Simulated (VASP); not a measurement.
Write the native input for VASP 6.6.1 that does the following.

```
Task                   : single point
Functional             : r2SCAN
Potentials or basis    : VASP PAW PBE potentials, release 64 (C)
Cutoff                 : 520 eV
k mesh                 : 18 × 18 × 6
Occupations            : gaussian, width 0.1 eV
Spin                   : no spin polarisation
Dipole correction      : no
Further INCAR settings : ALGO = Normal; EDIFF = 1e-06; NBANDS = 16
```

C:

```xyz
4
Lattice="1.2263 -2.1227 0.0000 1.2263 2.1227 0.0000 0.0000 0.0000 6.7105" Properties=species:S:1:pos:R:3 pbc="T T T"
C     1.2263    1.7690    5.0326
C     1.2263   -0.3537    1.6779
C     1.2263   -1.7690    1.6779
C     1.2263    0.3537    5.0326
```

The input as run:

POSCAR

```
C
1.0
    1.2262798438     -2.1227297960      0.0000000000
    1.2262798438      2.1227297960      0.0000000000
    0.0000000000      0.0000000000      6.7104550846
C
4
Direct
    0.0833173370      0.9166826630      0.7499580672
    0.5833173370      0.4166826630      0.2500419328
    0.9166826630      0.0833173370      0.2500419328
    0.4166826630      0.5833173370      0.7499580672
```

INCAR.step1

```
SYSTEM = C
ALGO     = Normal         ! electronic algorithm
EDIFF    = 1E-4           ! SCF threshold, eV
ENCUT    = 520            ! plane-wave cutoff, eV
GGA      = PE             ! functional
ISMEAR   = 0              ! smearing method
LASPH    = .True.         ! aspherical terms in the spheres
LCHARG   = .False.        ! write CHGCAR
LREAL    = .False.        ! projectors in reciprocal space
LWAVE    = .True.         ! write WAVECAR
NBANDS   = 16             ! bands
NELM     = 100            ! most SCF steps
PREC     = Accurate       ! precision mode
SIGMA    = 0.1            ! smearing width, eV
```

INCAR.step2

```
SYSTEM = C
ALGO     = Normal         ! electronic algorithm
EDIFF    = 1E-6           ! SCF threshold, eV
ENCUT    = 520            ! plane-wave cutoff, eV
ISIF     = 2              ! what is computed and relaxed
ISMEAR   = 0              ! smearing method
ISTART   = 1            
LASPH    = .True.         ! aspherical terms in the spheres
LCHARG   = .False.        ! write CHGCAR
LMIXTAU  = .True.       
LREAL    = .False.        ! projectors in reciprocal space
LWAVE    = .False.        ! write WAVECAR
METAGGA  = R2SCAN         ! meta-GGA
NBANDS   = 16             ! bands
NELM     = 100            ! most SCF steps
PREC     = Accurate       ! precision mode
SIGMA    = 0.1            ! smearing width, eV
```

KPOINTS

```
k-points
0
Gamma
  18 18 6
  0 0 0
```

Potentials or basis: VASP PAW PBE potentials, release 64 (C).

Command:

```bash
$ cat potpaw_PBE.64/C/POTCAR > POTCAR
$ cp INCAR.step1 INCAR
$ mpirun -np 1 vasp_std > vasp.out
$ cp INCAR.step2 INCAR
$ mpirun -np 1 vasp_std > vasp.out
```

Results of the run:

```
Pressure : 2.6 GPa
```

Caveat: the PAW data sets were made with another functional, which shifts forces and pressure a little.

Wall time 7.7 min on 1 thread of Intel(R) Xeon(R) Platinum 8259CL CPU @ 2.50GHz (Skylake/Cascade Lake), with other jobs on the host, peak memory 0.26 GiB.
